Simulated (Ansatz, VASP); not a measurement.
**H3C2N in VASP and in Ansatz**

```
C N H
1.0
    14.02824    0.00000    0.00000
     0.00000   14.50000    0.00000
     0.00000    0.00000   15.00000
C N H
2 1 3
Cartesian
  5.9071 7.1272 7.3420
  7.3430 7.1299 7.3471
  8.5282 7.1040 7.3913
  5.5228 6.3716 6.6235
  5.5000 6.9183 8.3765
  5.5232 8.1284 7.0067
```

Alike in both runs: task relaxation of the atoms; functional PBE; dispersion D3(BJ); k mesh 1 × 1 × 1; occupations gaussian, width 0.005 eV; no spin polarisation.

|  | VASP | Ansatz |
| --- | --- | --- |
| version | VASP 6.6.1 | Ansatz 0.2.0 |
| potentials or method | VASP PAW PBE potentials, release 64 (C, N, H), cutoff 520 eV | scalar-relativistic, plane waves, PAW |
| valence electrons in the cell | 16 | 16 |

Ansatz gave:

* gap on the k mesh at the Fermi level, each at its own relaxed structure (eV): 7.25

Question: What did VASP give for the same quantities?

Answer: gap on the k mesh at the Fermi level, each at its own relaxed structure (eV): 7.24.

Noted on VASP's run: the standard files for N, O and F lose accuracy on very short bonds.
